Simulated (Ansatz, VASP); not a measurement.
**Two plane-wave programs on Sn**

File INCAR:

```
PREC = Accurate
ENCUT = 520
EDIFF = 1E-7
ISMEAR = -1
SIGMA = 0.1
LREAL = False
LASPH = True
NELM = 100
ALGO = Normal
ISIF = 2
LWAVE = False
LCHARG = False
GGA = PS
NBANDS = 13
```

The input KPOINTS:

```
Automatic mesh
0
Gamma
  13 13 13
```

POSCAR

```
Sn
1.0
   -1.8924156823      1.8924156823      1.8924156823
    1.8924156823     -1.8924156823      1.8924156823
    1.8924156823      1.8924156823     -1.8924156823
Sn
1
Direct
    0.0000000000      0.0000000000      0.0000000000
```

Input for Ansatz:

```yaml
crystal:
  lattice:
    - [-1.8924156823, 1.8924156823, 1.8924156823]
    - [1.8924156823, -1.8924156823, 1.8924156823]
    - [1.8924156823, 1.8924156823, -1.8924156823]
  atoms:
    - { symbol: Sn, position: [0.0, 0.0, 0.0] }
hamiltonian:
  xc: pbesol
  pseudopotentials:
    kind: paw
    azcp:
      Sn: "pseudopotentials/Sn.paw.azcp"
basis:
  ecutwfc: 420
  fft_grid_basis: typed
kpoints:
  mp_grid: { grid: [13, 13, 13], shift: [0, 0, 0] }
magnetization:
  spin_polarized: false
scf:
  occupations: { method: fermi_dirac, width: 0.1 }
  lower_state_search: "off"
output:
  stress: true
  write_density: true
  write_potential: true
  elf: true
  volumetric_format: npy
```

Alike in both runs: task single point; functional PBEsol; k mesh 13 × 13 × 13; occupations fermi-dirac, width 0.1 eV; no spin polarisation.

|  | VASP | Ansatz |
| --- | --- | --- |
| version | VASP 6.6.1 | Ansatz 0.2.0 |
| potentials or method | VASP PAW PBE potentials, release 64 (Sn_d), cutoff 520 eV | plane waves (420 eV) with PAW, scalar-relativistic |
| valence electrons in the cell | 14 | 14 |

|  | VASP | Ansatz | Ansatz less VASP |
| --- | --- | --- | --- |
| pressure (GPa) | -1.8 | -1.7 | +0.06 |

VASP's potentials were made for PBE, not for PBEsol, and Ansatz warns of the same on its side.
